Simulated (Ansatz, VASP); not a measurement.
## One calculation of TiN, two programs

```
CELL_PARAMETERS angstrom
0.00000 2.10271 2.10271
2.10271 0.00000 2.10271
2.10271 2.10271 0.00000
ATOMIC_POSITIONS crystal
Ti 0.00000 0.00000 0.00000
N 0.50000 0.50000 0.50000
```

Alike in both runs: functional PBE; dispersion D3(BJ); k mesh 18 × 18 × 18; occupations gaussian, width 0.1 eV; no spin polarisation.

Ansatz relaxed the structure, and its values are those at the end. VASP's run is a single point on that final structure, the one shown.

|  | VASP | Ansatz |
| --- | --- | --- |
| version | VASP 6.6.1 | Ansatz 0.2.0 |
| potentials or method | VASP PAW PBE potentials, release 64 (Ti_sv, N), cutoff 520 eV | scalar-relativistic, plane waves, PAW |
| valence electrons in the cell | 17 | 17 |

|  | VASP | Ansatz | Ansatz less VASP |
| --- | --- | --- | --- |
| gap on the k mesh at the Fermi level (eV) | none | none | - |
| pressure (GPa) | 0.5 | 0.0 | -0.51 |

A gap of «none» marks a metal or a gap that the smearing closes.
